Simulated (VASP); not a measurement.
A run of VASP 6.6.1:

The input INCAR:

```
SYSTEM = HfB
PREC = Accurate
ENCUT = 600
EDIFF = 1E-7
ISMEAR = 0
SIGMA = 0.1
LREAL = .FALSE.
LASPH = .TRUE.
NELM = 100
ALGO = Normal
ISIF = 3
LWAVE = .FALSE.
LCHARG = .FALSE.
GGA = PE
IBRION = 2
NSW = 70
EDIFFG = -0.008
PSTRESS = 30.0
```

The input KPOINTS:

```
regular mesh
0
G
  16 16 16
  0 0 0
```

The input POSCAR:

```
HfB
1.0
    0.0000000000      2.3941993847      2.3941993847
    2.3941993847      0.0000000000      2.3941993847
    2.3941993847      2.3941993847      0.0000000000
Hf B
1 1
Direct
    0.5000000000      0.5000000000      0.5000000000
    0.0000000000      0.0000000000      0.0000000000
```

Potentials or basis: VASP PAW PBE potentials, release 64 (Hf_pv, B).

The run is started by

```console
$ cat potpaw_PBE.64/Hf_pv/POTCAR potpaw_PBE.64/B/POTCAR > POTCAR
$ mpirun -np 1 vasp_std > vasp.out
```

Hardware: 1 thread of Intel(R) Xeon(R) Platinum 8375C CPU @ 2.90GHz (Ice Lake), on a shared host.

Estimate the wall time of this run.

Run time: 120 s on 1 thread of Intel(R) Xeon(R) Platinum 8375C CPU @ 2.90GHz (Ice Lake) (shared host), peak memory 0.21 GiB. Counts: scf iterations 38, k points 145, ion steps 3.
